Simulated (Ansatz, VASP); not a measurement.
# As: VASP beside Ansatz

Contents of INCAR:

```
PREC = Accurate ; ENCUT = 520
EDIFF = 1E-6 ; ISMEAR = 0
SIGMA = 0.02 ; LREAL = False
LASPH = True ; NELM = 60
ALGO = Normal ; ISIF = 2
LWAVE = False ; LCHARG = True
LDIPOL = True ; IDIPOL = 3
DIPOL = 0.5 0.5 0.500 ; GGA = PE
IVDW = 12 ; LELF = True
LVHAR = True ; LVACPOTAV = True
NBANDS = 12
```

Contents of KPOINTS:

```
Automatic mesh
0
Gamma
  9 9 1
```

Contents of POSCAR:

```
As
1.0
    3.6930000000      0.0000000000      0.0000000000
   -1.8465000000      3.1982318162      0.0000000000
    0.0000000000      0.0000000000     28.5742413766
As
2
Direct
    0.3333333333      0.6666666667      0.5000000000
    0.6666666667      0.3333333333      0.5000000000
```

Input for Ansatz:

```yaml
crystal:
  lattice:
    - [3.693, 0.0, 0.0]
    - [-1.8465, 3.1982318162, 0.0]
    - [0.0, 0.0, 28.5742413766]
  atoms:
    - { symbol: As, position: [0.3333333333, 0.6666666667, 0.5] }
    - { symbol: As, position: [0.6666666667, 0.3333333333, 0.5] }
  periodic: [true, true, false]
basis:
  ecutwfc: 420
kpoints:
  mp_grid: { grid: [9, 9, 1] }
hamiltonian:
  xc: pbe
  dispersion: d3bj
scf:
  occupations: { method: gaussian, width: 0.02 }
output:
  forces: true
  stress: true
  eigenvalues: true
```

Alike in both runs: task single point; functional PBE; dispersion D3(BJ); k mesh 9 × 9 × 1; occupations gaussian, width 0.02 eV; no spin polarisation.

```csv
,VASP,Ansatz
version,VASP 6.6.1,Ansatz 0.2.0
potentials or method,"VASP PAW PBE potentials, release 64 (As), cutoff 520 eV","scalar-relativistic, plane waves, PAW"
valence electrons in the cell,10,30
```

Ansatz gave:

| Quantity | Value |
| --- | --- |
| gap on the k mesh at the Fermi level (eV) | none |
| work function, face that differs most (eV) | 4.11 |

Question: Estimate VASP's values.

Answer: gap on the k mesh at the Fermi level (eV): none; work function, face that differs most (eV): 4.10.

A gap of «none» marks a metal or a gap that the smearing closes. VASP's potentials hold 10 valence electrons a cell and Ansatz's 30, so a difference there can come from the potentials and not from the codes.
